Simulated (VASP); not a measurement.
# LiCl (Fm-3m) in VASP: further runs, part 2 of 2

VASP 6.6.1. Earlier steps stand in the parts before.

## 5. Relaxation of cell and atoms, BLYP+D4

This run uses another cell than the first one, of 16.87 Å³/atom, 1.056 times its volume.

INCAR reads:

```
SYSTEM = LiCl
  PREC = Accurate
  ENCUT = 600
  EDIFF = 1E-6
  ISMEAR = -1
  SIGMA = 0.05
  LREAL = .FALSE.
  LASPH = .TRUE.
  NELM = 80
  ALGO = Normal
  ISIF = 3
  LWAVE = .FALSE.
  LCHARG = .FALSE.
  GGA = B5
  ALDAX = 1.0
  AGGAX = 1.0
  AGGAC = 1.0
  ALDAC = 0.0
  IVDW = 13
  VDW_S6 = 1.0
  VDW_S8 = 2.34076671
  VDW_A1 = 0.44488865
  VDW_A2 = 4.0933009
  IBRION = 2
  NSW = 80
  EDIFFG = -0.02
```

KPOINTS reads:

```
Automatic mesh
0
G
  9 9 9
  0 0 0
```

POSCAR reads:

```
LiCl
1.0
    0.0000000000      2.5647700000      2.5647700000
    2.5647700000      0.0000000000      2.5647700000
    2.5647700000      2.5647700000      0.0000000000
Cl Li
1 1
Direct
    0.5000000000      0.5000000000      0.5000000000
    0.0000000000      0.0000000000      0.0000000000
```

Potentials or basis: VASP PAW PBE potentials, release 64 (Cl, Li_sv).

On the command line:

```sh
> cat potpaw_PBE.64/Cl/POTCAR potpaw_PBE.64/Li_sv/POTCAR > POTCAR
> mpirun -np 1 vasp_std > vasp.out
```

OUTCAR:

```text
SYSTEM = LiCl
   PREC = Accurate
   ENCUT = 600
   EDIFF = 1E-6
   ISMEAR = -1
   LREAL = .FALSE.
   LASPH = .TRUE.
   NELM = 80
   ISIF = 3
   GGA = B5
   IVDW = 13
   IBRION = 2
   NSW = 80
   EDIFFG = -0.02

 ion  position               nearest neighbor table
   1  0.500  0.500  0.500-   2 2.56   2 2.56   2 2.56   2 2.56   2 2.56   2 2.56
   2  0.000  0.000  0.000-   1 2.56   1 2.56   1 2.56   1 2.56   1 2.56   1 2.56

  LATTYP: Found a face centered cubic cell.
 ALAT       =     5.1295400000

  Lattice vectors:

 A1 = (   0.0000000000,   2.5647700000,   2.5647700000)
 A2 = (   2.5647700000,   0.0000000000,   2.5647700000)
 A3 = (   2.5647700000,   2.5647700000,   0.0000000000)

Analysis of symmetry for initial positions (statically):
=====================================================================
 Subroutine PRICEL returns:
 Original cell was already a primitive cell.

 Routine SETGRP: Setting up the symmetry group for a
 face centered cubic supercell.

 Subroutine GETGRP returns: Found 48 space group operations
 (whereof 48 operations were pure point group operations)
 out of a pool of 48 trial point group operations.

The static configuration has the point symmetry O_h .

Analysis of symmetry for dynamics (positions and initial velocities):
=====================================================================
 Subroutine PRICEL returns:
 Original cell was already a primitive cell.

 Routine SETGRP: Setting up the symmetry group for a
 face centered cubic supercell.

 Subroutine GETGRP returns: Found 48 space group operations
 (whereof 48 operations were pure point group operations)
 out of a pool of 48 trial point group operations.

The dynamic configuration has the point symmetry O_h .

 Subroutine INISYM returns: Found 48 space group operations
 (whereof 48 operations are pure point group operations),
 and found     1 'primitive' translations

----------------------------------------------------------------------------------------

                                     Primitive cell

  volume of cell :      33.7423

  direct lattice vectors                    reciprocal lattice vectors
     0.000000000  2.564770000  2.564770000    -0.194949255  0.194949255  0.194949255
     2.564770000  0.000000000  2.564770000     0.194949255 -0.194949255  0.194949255
     2.564770000  2.564770000  0.000000000     0.194949255  0.194949255 -0.194949255

  length of vectors
     3.627132518  3.627132518  3.627132518     0.337662014  0.337662014  0.337662014

  position of ions in fractional coordinates (direct lattice)
     0.500000000  0.500000000  0.500000000
     0.000000000  0.000000000  0.000000000

  ion indices of the primitive-cell ions
   primitive index   ion index
                 1           1
                 2           2

----------------------------------------------------------------------------------------

 KPOINTS: Automatic mesh

Automatic generation of k-mesh.
 Grid dimensions read from file:
 generate k-points for:    9    9    9

 Generating k-lattice:

  Cartesian coordinates                     Fractional coordinates (reciprocal lattice)
    -0.021661028  0.021661028  0.021661028     0.111111111  0.000000000  0.000000000
     0.021661028 -0.021661028  0.021661028     0.000000000  0.111111111  0.000000000
     0.021661028  0.021661028 -0.021661028     0.000000000  0.000000000  0.111111111

  Length of vectors
     0.037518002  0.037518002  0.037518002

  Shift w.r.t. Gamma in fractional coordinates (k-lattice)
     0.000000000  0.000000000  0.000000000

 Subroutine IBZKPT returns following result:
 ===========================================

 Found     35 irreducible k-points:

 Following reciprocal coordinates:
            Coordinates               Weight
  0.000000  0.000000  0.000000      1.000000
  0.111111  0.000000  0.000000      8.000000
  0.222222  0.000000  0.000000      8.000000
  0.333333  0.000000  0.000000      8.000000
  0.444444  0.000000  0.000000      8.000000
  0.111111  0.111111  0.000000      6.000000
[... 16 lines left out ...]
 -0.333333  0.333333  0.000000     12.000000
  0.444444  0.444444  0.000000      6.000000
 [... further k-points ...]
   k-points           NKPTS =     35   k-points in BZ     NKDIM =     35   number of bands    NBANDS=      9
   number of dos      NEDOS =    301   number of ions     NIONS =      2
   total plane-waves  NPLWV =  27000
   dimension x,y,z NGX =    30 NGY =   30 NGZ =   30
   dimension x,y,z NGXF=    60 NGYF=   60 NGZF=   60
   ions per type =               1   1
   NGX,Y,Z   is equivalent  to a cutoff of  13.75, 13.75, 13.75 a.u.
   NGXF,Y,Z  is equivalent  to a cutoff of  27.50, 27.50, 27.50 a.u.
 SYSTEM =  LiCl
   PREC   = accura    normal or accurate (medium, high low for compatibility)
   ISTART =      0    job   : 0-new  1-cont  2-samecut
   ICHARG =      2    charge: 1-file 2-atom 10-const
   ISPIN  =      1    spin polarized calculation?
   LNONCOLLINEAR =      F non collinear calculations
   LSORBIT =      F    spin-orbit coupling
   LASPH  =      T    aspherical Exc in radial PAW
   ENCUT  =  600.0 eV  44.10 Ry    6.64 a.u.   7.24  7.24  7.24*2*pi/ulx,y,z
   NELM   =     80;   NELMIN=  2; NELMDL= -5     # of ELM steps
   EDIFF  = 0.1E-05   stopping-criterion for ELM
   LREAL  =      F    real-space projection
   EDIFFG = -.2E-01   stopping-criterion for IOM
   NSW    =     80    number of steps for IOM
   IBRION =      2    ionic relax: 0-MD 1-quasi-New 2-CG
   NFREE  =      1    steps in history (QN), initial steepest desc. (CG)
   ISIF   =      3    stress and relaxation
   ISYM   =      2    0-nonsym 1-usesym 2-fastsym
   POTIM  = 0.5000    time-step for ionic-motion
   TEBEG  =    0.0;   TEEND  =   0.0 temperature during run
   PSTRESS=    0.0 pullay stress
   NELECT =      10.0000    total number of electrons
   NUPDOWN=      -1.0000    fix difference up-down
   EMIN   =  10.00;   EMAX   =-10.00  energy-range for DOS
   EFERMI =   0.00;   METHOD = LEGACY
   ISMEAR =    -1;   SIGMA  =   0.05  broadening in eV -4-tet -1-fermi 0-gaus
   EFERMI_NEDOS =   21; number of points for ismear=-14 and -15
   IALGO  =     38    algorithm
   IMIX   =      4    mixing-type and parameters
     AMIX     =   0.40;   BMIX     =  1.00
     AMIX_MAG =   1.60;   BMIX_MAG =  1.00
  volume/ion in A,a.u.               =      16.87       113.85
  Fermi-wavevector in a.u.,A,eV,Ry     =   1.091482  2.062601 16.209056  1.191332
  Thomas-Fermi vector in A             =   2.227728
   LORBIT       =      0    0 simple, 1 ext, 2 COOP (PROOUT), +10 PAW based schemes
   GGA     = B5    functional components
   LHFCALC =     F    Hartree Fock is set to
   AEXX    =    0.0000 exact exchange contribution
   IVDW    =    13    specifies the selected vdW correction
   LEPSILON=     F    determine dielectric tensor
   LRPA    =     F    only Hartree local field effects (RPA)
 conjugate gradient relaxation of ions
 non-spin polarized calculation
  energy-cutoff  :      600.00
  volume of cell :       33.74
 maximum number of plane-waves:      1147
 NGX is ok and might be reduce to    30
   NGX = 15   NGY = 15   NGZ = 15

--------------------------------------- Ionic step        1  -------------------------------------------

 number of electron      10.0000003 magnetization

 Free energy of the ion-electron system (eV)
  ---------------------------------------------------
  ext. energy  EPLUGINS =         0.00000000
  ---------------------------------------------------
  free energy    TOTEN  =        -7.02287829 eV

  energy without entropy =       -7.02287829  energy(sigma->0) =       -7.02287829

------------------------ aborting loop because EDIFF is reached ----------------------------------------

  DFT-D4 for vdW energy calculation

  Edisp (eV):   -0.45691
[... 71 lines left out ...]
--------------------------------------- Ionic step        3  -------------------------------------------

 number of electron       9.9999999 magnetization

 Free energy of the ion-electron system (eV)
  ---------------------------------------------------
  ext. energy  EPLUGINS =         0.00000000
  ---------------------------------------------------
  free energy    TOTEN  =        -7.01460384 eV

  energy without entropy =       -7.01460384  energy(sigma->0) =       -7.01460384

 E-fermi :   2.0557     XC(G=0):  -8.3927

 val. band max:        1.0243709932   @ k =   0.0000   0.0000   0.0000
 cond. band min:       7.6322132684   @ k =   0.0000   0.0000   0.0000
 fundamental gap:      6.6078422751
 Fermi energy:         2.0556734287

 k-point     1 :       0.0000    0.0000    0.0000
  band No.  band energies     occupation
      1     -43.0773      2.00000
      2     -12.3923      2.00000
      3       1.0244      2.00000
      4       1.0244      2.00000
      5       1.0244      2.00000
      6       7.6322      0.00000
      7      13.0468      0.00000
      8      13.0468      0.00000
      9      13.0468      0.00000
[... 265 lines left out ...]
 k-point    24 :       0.4444    0.4444    0.0000
  band No.  band energies     occupation
      1     -43.0738      2.00000
      2     -11.5813      2.00000
      3      -1.8160      2.00000
      4      -0.0685      2.00000
      5      -0.0685      2.00000
      6       9.0721      0.00000
      7       9.5380      0.00000
      8      13.4641      0.00000
      9      15.1545      0.00000

 [... further k-points ...]

------------------------ aborting loop because EDIFF is reached ----------------------------------------

  DFT-D4 for vdW energy calculation

  Edisp (eV):   -0.46632
[... 25 lines left out ...]
  FREE ENERGIE OF THE ION-ELECTRON SYSTEM (eV)
  ---------------------------------------------------
  free  energy   TOTEN  =        -7.4809243610 eV

  energy  without entropy=       -7.4809243609  energy(sigma->0) =       -7.48092436

 reached required accuracy - stopping structural energy minimisation
```

Run time: 30 s. Hardware: 1 thread of Intel Xeon Platinum 8375C at 2.90GHz (Ice Lake), shared host; peak memory 0.16 GiB.

Results:

```
Free energy                            : -7.4809 eV
Relaxed volume                         : 16.57 Å³/atom
Relaxed cell                           : a = 3.605 Å, b = 3.605 Å, c = 3.605 Å, α = 60.00°, β = 60.00°, γ = 60.00°
Space group after relaxing (to 0.05 Å) : Fm-3m (No. 225)
Energy gained by relaxing              : 0.6 meV/atom
Ionic steps                            : 3
Pressure after relaxing                : 0.0 GPa
Band gap on the k mesh                 : 6.61 eV, direct
Dispersion energy per atom             : -0.233 eV
```

Step by step:
```
step  energy change (eV)  largest force (eV/Å)  pressure (GPa)  volume (Å³)
   1              0.0000                0.0000           -0.62        33.74
   2             -0.0009                0.0000           -0.30        33.42
   3             -0.0011                0.0000            0.01        33.14
```

Final structure:
```cif
data_structure
_symmetry_space_group_name_H-M 'P 1'
_symmetry_Int_Tables_number 1
_cell_length_a 3.6055
_cell_length_b 3.6055
_cell_length_c 3.6055
_cell_angle_alpha 60.000
_cell_angle_beta 60.000
_cell_angle_gamma 60.000
_cell_volume 33.14
loop_
_atom_site_label
_atom_site_type_symbol
_atom_site_fract_x
_atom_site_fract_y
_atom_site_fract_z
_atom_site_occupancy
Cl1 Cl 0.50000 0.50000 0.50000 1
Li1 Li 0.00000 0.00000 0.00000 1
```

Levels at points of the mesh, in eV from the valence-band top:
| k point | band 2 | band 3 | band 4 | band 5 | band 6 | band 7 | band 8 | band 9 |
| --- | --- | --- | --- | --- | --- | --- | --- | --- |
| (0.00, 0.00, 0.00) | -13.42 | 0.00 | 0.00 | 0.00 | 6.61 | 12.02 | 12.02 | 12.02 |

Caveat: the cutoff is under 1.25 times the usual one of these potentials, so pressure, stress and relaxed cells hold a basis-set (Pulay) error; the PAW data sets were made with another functional, which shifts forces and pressure a little.

## 6. Overview

| task | level | potentials or basis | cell | cutoff (eV) | smearing | gap on the mesh (eV) |
| --- | --- | --- | --- | --- | --- | --- |
| single point | PBE+D3(BJ) | VASP PAW PBE potentials, release 64 (Cl, Li_sv) | a = 3.561 Å, angles 60.0°, 2 atoms | 520 | fermi-dirac 0.05 eV | 6.67 |
| single point | LDA | VASP PAW LDA potentials, release 64 (Cl, Li_sv) | a = 3.627 Å, angles 60.0°, 2 atoms | 520 | gaussian 0.1 eV | 6.00 |
| single point | BLYP+D4 | VASP PAW PBE potentials, release 64 (Cl, Li_sv) | a = 3.609 Å, angles 60.0°, 2 atoms | 520 | fermi-dirac 0.05 eV | 6.59 |
| relaxation of cell and atoms | BLYP+D4 | VASP PAW PBE potentials, release 64 (Cl, Li_sv) | relaxed from a = 3.627 Å, angles 60.0°, 2 atoms | 600 | fermi-dirac 0.05 eV | 6.61 |

Alike in all rows: no spin polarisation; k mesh 9 × 9 × 9.

Caveats: the cutoff is under 1.25 times the usual one of these potentials, so pressure, stress and relaxed cells hold a basis-set (Pulay) error; the PAW data sets were made with another functional, which shifts forces and pressure a little (some runs).

Absolute energies hang on the potentials; compare differences alone.
